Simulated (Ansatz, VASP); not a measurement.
**Bi in VASP and in Ansatz**

```xyz
2
Lattice="4.6134 0.0000 0.0000 -2.3067 3.9953 0.0000 0.0000 0.0000 12.0230" Properties=species:S:1:pos:R:3 pbc="T T T"
Bi    0.0000    2.6636    3.0057
Bi    2.3067    1.3318    9.0172
```

Change from the starting cell: volume scaled by 1.05, PAW files.

Alike in both runs: task electric field gradients; functional PBEsol; k mesh 9 × 9 × 3; occupations fermi-dirac, width 0.03 eV; no spin polarisation.

|  | VASP | Ansatz |
| --- | --- | --- |
| version | VASP 6.6.1 | Ansatz 0.2.0 |
| potentials or method | VASP PAW PBE potentials, release 64 (Bi_d) | PAW with Ansatz's default frozen-core files, scalar-relativistic |
| plane-wave cutoff (eV) | 520 | 420 |
| valence electrons in the cell | 30 | 30 |

VASP gave:

| Item | Value |
| --- | --- |
| pressure (GPa) | -3.3 |
| traceless stress, the component that is largest in VASP (GPa) | 2.94 |
| size of Vzz on the site where it differs most (V/Å²) | 135.1 |

Task: Estimate Ansatz's values.

Result: Pressure (GPa): -3.3; traceless stress, the component that is largest in VASP (GPa): 2.94; size of Vzz on the site where it differs most (V/Å²): 129.8.

VASP's potentials were made for PBE, not for PBEsol.

Neither program's run includes spin-orbit coupling.
